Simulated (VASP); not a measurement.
MoS2, 6 atoms in the cell. It takes space group P6_3/mmc (No. 194, hexagonal). Conventional cell: a = 3.140 Å, b = 3.140 Å, c = 12.405 Å, α = 90.00°, β = 90.00°, γ = 120.00°. Within 3.2 Å of Mo (site symmetry -6m2) lie 6 S at 2.40 Å and 6 Mo at 3.14 Å. S (site symmetry 3m) has 3 Mo at 2.40 Å and 7 S at 3.14 Å within 3.2 Å.  This cell differs from its parent crystal: z stretched by -1 %, then relaxed in part.

| Item | Value |
| --- | --- |
| Program | VASP 6.6.1 |
| Task | single point |
| Functional | PBE |
| Potentials or basis | VASP PAW PBE potentials, release 64 (Mo_sv, S) |
| Cutoff | 500 eV |
| k mesh | 16 × 16 × 4 |
| Occupations | fermi-dirac, width 0.02 eV |
| Spin | collinear spin |
| Starting moments | [2.0, 2.0, 0.0, 0.0, 0.0, 0.0] μB |
| Dipole correction | no |
| Further INCAR settings | ALGO = Normal; EDIFF = 1e-06; NBANDS = 39 |

Potentials or basis: VASP PAW PBE potentials, release 64 (Mo_sv, S).

Run with:

```bash
$ cat potpaw_PBE.64/Mo_sv/POTCAR potpaw_PBE.64/S/POTCAR > POTCAR
$ mpirun -np 1 vasp_std > vasp.out
```

Hardware: 1 thread of Intel(R) Xeon(R) 6975P-C (Granite Rapids), with other jobs on the host.

How long does it take, and how much memory?

Run time: 4.9 min on 1 thread of Intel(R) Xeon(R) 6975P-C (Granite Rapids), with other jobs on the host, peak memory 0.58 GiB. Counts: scf iterations 16, k points 90.
